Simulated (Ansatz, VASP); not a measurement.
# One calculation of NbP2, two programs

```xyz
3
Lattice="0.0000 2.8875 2.8875 2.8875 0.0000 2.8875 2.8875 2.8875 0.0000" Properties=species:S:1:pos:R:3 pbc="T T T"
Nb    0.0000    0.0000    0.0000
P     1.4438    1.4438    1.4438
P     4.3313    4.3313    4.3313
```

Alike in both runs: task single point; functional r2SCAN; k mesh 6 × 6 × 6; occupations gaussian, width 0.1 eV; no spin polarisation.

|  | VASP | Ansatz |
| --- | --- | --- |
| version | VASP 6.6.1 | Ansatz 0.2.0 |
| potentials or method | VASP PAW PBE potentials, release 64 (Nb_sv, P), cutoff 520 eV | scalar-relativistic, plane waves, PAW |
| valence electrons in the cell | 23 | 23 |

Ansatz gave:

```
gap on the k mesh at the Fermi level (eV) : none
pressure (GPa)                            : 20.4
```

Question: Which values does VASP return?

Answer: gap on the k mesh at the Fermi level (eV): none; pressure (GPa): 20.0.

VASP's potentials were made for PBE, not for r2SCAN. A gap of «none» marks a metal or a gap that the smearing closes.
